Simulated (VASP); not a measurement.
# MgH2N2 (C2/m) in VASP: single point with r2SCAN

Aim: the single point of MgH2N2 with r2SCAN.

Everything below comes from runs of VASP 6.6.1. Logs are shortened: lines on timing, memory, paths and dates and some standing lists are left out, and cuts for length are marked.

## 1. The cell of the first run

It takes space group C2/m (No. 12, monoclinic). The conventional cell has a = 5.470 Å, b = 3.158 Å, c = 4.794 Å, α = 90.00°, β = 90.00°, γ = 90.00°. Within 2.9 Å of Mg (site symmetry 2/m) lie 6 N at 2.10 Å and 6 H at 2.65 to 2.81 Å. N (site symmetry m) has 1 H at 0.96 Å within 1.3 Å. H (site symmetry m) has 1 N at 0.96 Å within 1.3 Å.

## 2. Single point, r2SCAN

The input, POSCAR:

```
MgH2N2
1.0
    3.1579130000      0.0000000000      0.0000000000
   -1.5789560000      2.7348350000      0.0000000000
    0.0000000000      0.0000000000      4.7940490000
Mg N H
1 2 2
Direct
    0.0000000000      0.0000000000      0.0000000000
    0.3333000000      0.6667000000      0.7813000000
    0.6667000000      0.3333000000      0.2187000000
    0.3616000000      0.6384000000      0.5839000000
    0.6384000000      0.3616000000      0.4161000000
```

The input, INCAR.step1:

```
SYSTEM = MgH2N2
PREC     = Accurate       ! precision mode
ENCUT    = 770            ! plane-wave cutoff, eV
ISMEAR   = -1             ! smearing method
SIGMA    = 0.0667         ! smearing width, eV
LREAL    = .False.        ! projectors in reciprocal space
LASPH    = .True.         ! aspherical terms in the spheres
NELM     = 120            ! most SCF steps
NBANDS   = 15             ! bands
GGA      = PE             ! functional
ALGO     = Normal         ! electronic algorithm
EDIFF    = 1E-5           ! SCF threshold, eV
LWAVE    = .True.         ! write WAVECAR
LCHARG   = .False.        ! write CHGCAR
GGA_COMPAT= .False.      
ISYM     = -1
```

The input, INCAR.step2:

```
SYSTEM = MgH2N2
PREC     = Accurate       ! precision mode
ENCUT    = 770            ! plane-wave cutoff, eV
EDIFF    = 1E-6           ! SCF threshold, eV
ISMEAR   = -1             ! smearing method
SIGMA    = 0.0667         ! smearing width, eV
LREAL    = .False.        ! projectors in reciprocal space
LASPH    = .True.         ! aspherical terms in the spheres
NELM     = 120            ! most SCF steps
ALGO     = Normal         ! electronic algorithm
ISIF     = 2              ! what is computed and relaxed
LWAVE    = .False.        ! write WAVECAR
LCHARG   = .False.        ! write CHGCAR
METAGGA  = R2SCAN         ! meta-GGA
LMIXTAU  = .True.       
NBANDS   = 15             ! bands
ISTART   = 1            
GGA_COMPAT= .False.      
ISYM     = -1
```

The input, KPOINTS:

```
explicit points
98
Reciprocal
  0.07142857   0.07142857   0.12500000 2
  0.07142857   0.07142857   0.37500000 2
  0.07142857   0.07142857   0.62500000 2
  0.07142857   0.07142857   0.87500000 2
  0.07142857   0.21428571   0.12500000 2
  0.07142857   0.21428571   0.37500000 2
  0.07142857   0.21428571   0.62500000 2
  0.07142857   0.21428571   0.87500000 2
  0.07142857   0.35714286   0.12500000 2
  0.07142857   0.35714286   0.37500000 2
  0.07142857   0.35714286   0.62500000 2
  0.07142857   0.35714286   0.87500000 2
  0.07142857   0.50000000   0.12500000 2
  0.07142857   0.50000000   0.37500000 2
  0.07142857   0.50000000   0.62500000 2
  0.07142857   0.50000000   0.87500000 2
  0.07142857   0.64285714   0.12500000 2
  0.07142857   0.64285714   0.37500000 2
  0.07142857   0.64285714   0.62500000 2
  0.07142857   0.64285714   0.87500000 2
  0.07142857   0.78571429   0.12500000 2
  0.07142857   0.78571429   0.37500000 2
  0.07142857   0.78571429   0.62500000 2
  0.07142857   0.78571429   0.87500000 2
  0.07142857   0.92857143   0.12500000 2
  0.07142857   0.92857143   0.37500000 2
  0.07142857   0.92857143   0.62500000 2
  0.07142857   0.92857143   0.87500000 2
  0.21428571   0.07142857   0.12500000 2
  0.21428571   0.07142857   0.37500000 2
  0.21428571   0.07142857   0.62500000 2
  0.21428571   0.07142857   0.87500000 2
  0.21428571   0.21428571   0.12500000 2
  0.21428571   0.21428571   0.37500000 2
  0.21428571   0.21428571   0.62500000 2
  0.21428571   0.21428571   0.87500000 2
  0.21428571   0.35714286   0.12500000 2
  0.21428571   0.35714286   0.37500000 2
  0.21428571   0.35714286   0.62500000 2
  0.21428571   0.35714286   0.87500000 2
  0.21428571   0.50000000   0.12500000 2
  0.21428571   0.50000000   0.37500000 2
  0.21428571   0.50000000   0.62500000 2
  0.21428571   0.50000000   0.87500000 2
  0.21428571   0.64285714   0.12500000 2
  0.21428571   0.64285714   0.37500000 2
  0.21428571   0.64285714   0.62500000 2
  0.21428571   0.64285714   0.87500000 2
  0.21428571   0.78571429   0.12500000 2
  0.21428571   0.78571429   0.37500000 2
  0.21428571   0.78571429   0.62500000 2
  0.21428571   0.78571429   0.87500000 2
  0.21428571   0.92857143   0.12500000 2
  0.21428571   0.92857143   0.37500000 2
  0.21428571   0.92857143   0.62500000 2
  0.21428571   0.92857143   0.87500000 2
  0.35714286   0.07142857   0.12500000 2
  0.35714286   0.07142857   0.37500000 2
  0.35714286   0.07142857   0.62500000 2
  0.35714286   0.07142857   0.87500000 2
  0.35714286   0.21428571   0.12500000 2
  0.35714286   0.21428571   0.37500000 2
  0.35714286   0.21428571   0.62500000 2
  0.35714286   0.21428571   0.87500000 2
  0.35714286   0.35714286   0.12500000 2
  0.35714286   0.35714286   0.37500000 2
  0.35714286   0.35714286   0.62500000 2
  0.35714286   0.35714286   0.87500000 2
  0.35714286   0.50000000   0.12500000 2
  0.35714286   0.50000000   0.37500000 2
  0.35714286   0.50000000   0.62500000 2
  0.35714286   0.50000000   0.87500000 2
  0.35714286   0.64285714   0.12500000 2
  0.35714286   0.64285714   0.37500000 2
  0.35714286   0.64285714   0.62500000 2
  0.35714286   0.64285714   0.87500000 2
  0.35714286   0.78571429   0.12500000 2
  0.35714286   0.78571429   0.37500000 2
  0.35714286   0.78571429   0.62500000 2
  0.35714286   0.78571429   0.87500000 2
  0.35714286   0.92857143   0.12500000 2
  0.35714286   0.92857143   0.37500000 2
  0.35714286   0.92857143   0.62500000 2
  0.35714286   0.92857143   0.87500000 2
  0.50000000   0.07142857   0.12500000 2
  0.50000000   0.07142857   0.37500000 2
  0.50000000   0.07142857   0.62500000 2
  0.50000000   0.07142857   0.87500000 2
  0.50000000   0.21428571   0.12500000 2
  0.50000000   0.21428571   0.37500000 2
  0.50000000   0.21428571   0.62500000 2
  0.50000000   0.21428571   0.87500000 2
  0.50000000   0.35714286   0.12500000 2
  0.50000000   0.35714286   0.37500000 2
  0.50000000   0.35714286   0.62500000 2
  0.50000000   0.35714286   0.87500000 2
  0.50000000   0.50000000   0.12500000 2
  0.50000000   0.50000000   0.37500000 2
```

Potentials or basis: VASP PAW PBE potentials, release 64 (Mg, N, H).

Command:

```console
> cat potpaw_PBE.64/Mg/POTCAR potpaw_PBE.64/N/POTCAR potpaw_PBE.64/H/POTCAR > POTCAR
> cp INCAR.step1 INCAR
> mpirun -np 1 vasp_std > vasp.out
> cp INCAR.step2 INCAR
> mpirun -np 1 vasp_std > vasp.out
```

OUTCAR:

```text
SYSTEM = MgH2N2
   PREC = Accurate
   ENCUT = 770
   EDIFF = 1E-6
   ISMEAR = -1
   LREAL = .False.
   LASPH = .True.
   NELM = 120
   ISIF = 2
   METAGGA = R2SCAN
   ISTART = 1
   ISYM = -1

 ion  position               nearest neighbor table
   1  0.000  0.000  0.000-   2 2.10   3 2.10   3 2.10   2 2.10   3 2.10   2 2.10
   2  0.333  0.667  0.781-   4 0.96   1 2.10   1 2.10   1 2.10
   3  0.667  0.333  0.219-   5 0.96   1 2.10   1 2.10   1 2.10
   4  0.362  0.638  0.584-   2 0.96
   5  0.638  0.362  0.416-   3 0.96

IMPORTANT INFORMATION: All symmetrisations will be switched off!
NOSYMM: (Re-)initialisation of all symmetry stuff for point group C_1.

----------------------------------------------------------------------------------------

                                     Primitive cell

  volume of cell :      41.4032

  direct lattice vectors                    reciprocal lattice vectors
     3.157913000  0.000000000  0.000000000     0.316664835  0.182826328  0.000000000
    -1.578956000  2.734835000  0.000000000     0.000000000  0.365652772  0.000000000
     0.000000000  0.000000000  4.794049000     0.000000000  0.000000000  0.208591944

  length of vectors
     3.157913000  3.157914585  4.794049000     0.365652956  0.365652772  0.208591944

  position of ions in fractional coordinates (direct lattice)
     0.000000000  0.000000000  0.000000000
     0.333300000  0.666700000  0.781300000
     0.666700000  0.333300000  0.218700000
     0.361600000  0.638400000  0.583900000
     0.638400000  0.361600000  0.416100000

  ion indices of the primitive-cell ions
   primitive index   ion index
                 1           1
                 2           2
                 3           3
                 4           4
                 5           5

----------------------------------------------------------------------------------------

 KPOINTS: explicit points

Read explicit list of k-points.

 Found     98 k-points:

 Following reciprocal coordinates:
            Coordinates               Weight
  0.071429  0.071429  0.125000      0.010204
  0.071429  0.071429  0.375000      0.010204
  0.071429  0.071429  0.625000      0.010204
  0.071429  0.071429  0.875000      0.010204
  0.071429  0.214286  0.125000      0.010204
  0.071429  0.214286  0.375000      0.010204
[... 16 lines left out ...]
  0.071429  0.785714  0.625000      0.010204
  0.071429  0.785714  0.875000      0.010204
[... 30 lines left out ...]
   NELECT =      14.0000    total number of electrons
   NUPDOWN=      -1.0000    fix difference up-down
   EMIN   =  10.00;   EMAX   =-10.00  energy-range for DOS
   EFERMI =   0.00;   METHOD = LEGACY
   ISMEAR =    -1;   SIGMA  =   0.07  broadening in eV -4-tet -1-fermi 0-gaus
   EFERMI_NEDOS =   21; number of points for ismear=-14 and -15
   IALGO  =     38    algorithm
   IMIX   =      4    mixing-type and parameters
     AMIX     =   0.40;   BMIX     =  1.00
     AMIX_MAG =   1.60;   BMIX_MAG =  1.00
  volume/ion in A,a.u.               =       8.28        55.88
  Fermi-wavevector in a.u.,A,eV,Ry     =   1.140529  2.155287 17.698539  1.300806
  Thomas-Fermi vector in A             =   2.277231
   LORBIT       =      0    0 simple, 1 ext, 2 COOP (PROOUT), +10 PAW based schemes
   METAGGA = R2SCAN    functional components
   LHFCALC =     F    Hartree Fock is set to
   AEXX    =    0.0000 exact exchange contribution
   IVDW    =     0    specifies the selected vdW correction
   LEPSILON=     F    determine dielectric tensor
   LRPA    =     F    only Hartree local field effects (RPA)
 non-spin polarized calculation
  energy-cutoff  :      770.00
  volume of cell :       41.40
 maximum number of plane-waves:      2036
 NGX is ok and might be reduce to    30
   NGX = 15   NGY = 15   NGZ = 21

 number of electron      14.0000001 magnetization

 Free energy of the ion-electron system (eV)
  ---------------------------------------------------
  ext. energy  EPLUGINS =         0.00000000
  ---------------------------------------------------
  free energy    TOTEN  =       -27.92093637 eV

  energy without entropy =      -27.88206787  energy(sigma->0) =      -27.90150212

 E-fermi :   0.7264     XC(G=0): -10.3109

 val. band max:        0.7145010739   @ k =   0.0714   0.9286   0.6250
 cond. band min:       0.7494799002   @ k =   0.2143   0.7857   0.6250
 fundamental gap:      0.0349788263
 Fermi energy:         0.7264146055

 k-point     1 :       0.0714    0.0714    0.1250
  band No.  band energies     occupation
      1     -15.3645      2.00000
      2     -13.7185      2.00000
      3      -5.7677      2.00000
      4      -1.7579      2.00000
      5       0.3787      1.98917
      6       0.5761      1.81004
      7       1.1883      0.00196
      8       1.6442      0.00000
      9       8.1562      0.00000
     10      10.2647      0.00000
     11      13.9798      0.00000
     12      15.4244      0.00000
     13      17.0933      0.00000
     14      17.4929      0.00000
[... 401 lines left out ...]
      2     -13.7039      2.00000
      3      -5.5004      2.00000
      4      -2.0917      2.00000
      5      -0.2420      2.00000
      6       0.3747      1.98980
      7       0.9037      0.13102
      8       1.5292      0.00001
      9       8.6904      0.00000
     10      10.8354      0.00000
     11      13.6027      0.00000
     12      14.9747      0.00000
     13      16.7210      0.00000
     14      17.2181      0.00000
     15      18.2436      0.00000

 [... further k-points ...]

------------------------ aborting loop because EDIFF is reached ----------------------------------------

  FORCE on cell =-STRESS in cart. coord.  units (eV):
  Direction    XX          YY          ZZ          XY          YZ          ZX
  --------------------------------------------------------------------------------------
  -------------------------------------------------------------------------------------
  Total        0.8118545      0.7930894      9.6668933     -0.0162395      0.5226026     -0.9052402
  in kB       31.4162987     30.6901455    374.0793614     -0.6284211     20.2231302    -35.0300412
  external PRESSURE =     145.3952685 kB  Pullay stress =       0.0000000 kB

 VOLUME and BASIS-vectors are now :
 -----------------------------------------------------------------------------
  energy-cutoff  :      770.00
  volume of cell :       41.40
      direct lattice vectors                 reciprocal lattice vectors
     3.157913000  0.000000000  0.000000000     0.316664835  0.182826328  0.000000000
    -1.578956000  2.734835000  0.000000000     0.000000000  0.365652772  0.000000000
     0.000000000  0.000000000  4.794049000     0.000000000  0.000000000  0.208591944

 POSITION                                       TOTAL-FORCE (eV/Angst)
 -----------------------------------------------------------------------------------
      0.00000      0.00000      0.00000        -0.000000     -0.000000      0.000094
     -0.00016      1.82331      3.74559        -0.406299      0.234574      2.146334
      1.57911      0.91152      1.04846         0.406293     -0.234574     -2.146386
      0.13390      1.74592      2.79925         0.218045     -0.125887     -3.252277
      1.44506      0.98892      1.99480        -0.218039      0.125887      3.252236
 -----------------------------------------------------------------------------------
    total drift:                                0.000005     -0.000003     -0.000072

  FREE ENERGIE OF THE ION-ELECTRON SYSTEM (eV)
  ---------------------------------------------------
  free  energy   TOTEN  =       -27.9209363731 eV

  energy  without entropy=      -27.8820678726  energy(sigma->0) =      -27.90150212
```

It took 11 min on 1 thread of Intel Xeon 8259CL, shared host; peak memory 0.29 GiB.

What came out:

```
Free energy            : -27.9209 eV
Pressure               : 14.5 GPa
Largest force          : 3.262 eV/Å
Band gap on the k mesh : zero (bands 7 and 8 overlap by 1.43 eV)
```

Forces in eV/Å, atoms in the order of the input:
```
Mg   0.000  0.000  0.000
N   -0.406  0.235  2.146
N    0.406 -0.235 -2.146
H    0.218 -0.126 -3.252
H   -0.218  0.126  3.252
```

Levels at points of the mesh, in eV from the Fermi level:
```
           k point  band 3  band 4  band 5  band 6  band 7  band 8  band 9  band 10  band 11  band 12
(0.07, 0.07, 0.12)   -6.49   -2.48   -0.35   -0.15    0.46    0.92    7.43     9.54    13.25    14.70
```

Caveat: the stress differs along the axes, from 3 to 37 GPa; the PAW data sets were made with another functional, which shifts forces and pressure a little.

The gap in the log of VASP goes by the Fermi energy; the results here count the filled bands.